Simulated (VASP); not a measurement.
**InAs: single point with PBE**

The system is InAs.

```
In As
1.0
     0.00000    3.01800    3.01800
     3.01800    0.00000    3.01800
     3.01800    3.01800    0.00000
In As
1 1
Cartesian
  0.0000 0.0000 0.0000
  4.5270 4.5270 4.5270
```

```yaml
Program: VASP 6.6.1
Task: single point
Functional: PBE
Potentials_or_basis: VASP PAW PBE potentials, release 64 (In_d, As)
Cutoff: 520 eV
k_mesh: 8 × 8 × 8
Occupations: gaussian, width 0.023 eV
Spin: no spin polarisation
```

| Quantity | Value |
| --- | --- |
| Pressure | 4.4 GPa |
| Band gap on the k mesh | zero (filled and empty bands touch) |

Levels at points of the mesh, in eV from the Fermi level:
```csv
k point,band 6,band 7,band 8,band 9,band 10,band 11,band 12,band 13
"(0.00, 0.00, 0.00)",-11.90,-0.17,-0.01,-0.01,-0.01,3.90,3.90,3.90
"(0.50, 0.00, 0.00)",-10.42,-5.80,-1.00,-1.00,0.96,4.67,4.67,6.85
"(0.50, 0.50, 0.00)",-9.87,-5.87,-2.35,-2.35,1.53,2.05,9.21,9.30
```

It took 17 s on 1 thread of Intel(R) Xeon(R) Platinum 8488C (Sapphire Rapids) (shared host), peak memory 0.18 GiB.

Caveat: spin-orbit coupling is left out, which moves the levels of the heavy elements.
